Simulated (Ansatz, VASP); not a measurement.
## Two plane-wave programs on Zr

File INCAR:

```
ALGO = Fast ; EDIFF = 1E-6
ENCUT = 520 ; GGA = PS
ISIF = 2 ; ISMEAR = 0
LASPH = T ; LCHARG = T
LELF = T ; LREAL = F
LVHAR = T ; LWAVE = F
NBANDS = 19 ; NELM = 100
PREC = Accurate ; SIGMA = 0.15
```

KPOINTS

```
k-points
0
Gamma
  18 18 10
```

File POSCAR:

```
Zr
1.0
    3.2319982225      0.0000000000      0.0000000000
   -1.6159991112      2.7989925657      0.0000000000
    0.0000000000      0.0000000000      5.1470000000
Zr
2
Direct
    0.2797426229      0.5594852459      0.1917136196
    0.6666666667      0.3333333333      0.7500000000
```

Input for Ansatz:

```yaml
crystal:
  lattice:
    - [3.2319982225, 0.0, 0.0]
    - [-1.6159991112, 2.7989925657, 0.0]
    - [0.0, 0.0, 5.147]
  atoms:
    - { symbol: Zr, position: [0.2797426229, 0.5594852459, 0.1917136196] }
    - { symbol: Zr, position: [0.6666666667, 0.3333333333, 0.75] }
basis:
  ecutwfc: 420
kpoints:
  mp_grid: { grid: [18, 18, 10] }
hamiltonian:
  xc: pbesol
scf:
  occupations: { method: gaussian, width: 0.15 }
output:
  forces: true
  stress: true
  eigenvalues: true
```

Alike in both runs: task single point; functional PBEsol; k mesh 18 × 18 × 10; occupations gaussian, width 0.15 eV; no spin polarisation.

|  | VASP | Ansatz |
| --- | --- | --- |
| version | VASP 6.6.1 | Ansatz 0.2.0 |
| potentials or method | VASP PAW PBE potentials, release 64 (Zr_sv), cutoff 520 eV | scalar-relativistic, plane waves, PAW |
| valence electrons in the cell | 24 | 24 |

|  | VASP | Ansatz | Ansatz less VASP |
| --- | --- | --- | --- |
| gap on the k mesh at the Fermi level (eV) | none | none | - |
| pressure (GPa) | -0.6 | -0.6 | -0.06 |
| traceless stress, the component that is largest in VASP (GPa) | -3.23 | -3.20 | +0.026 |
| rms of the force components (eV/Å) | 0.911 | 0.907 | -0.0047 |

VASP's potentials were made for PBE, not for PBEsol. Atom by atom the forces differ by 0.005 eV/Å (rms over components). A gap of «none» marks a metal or a gap that the smearing closes. The functional is the same, so the differences come from potentials, cutoffs and numerics.
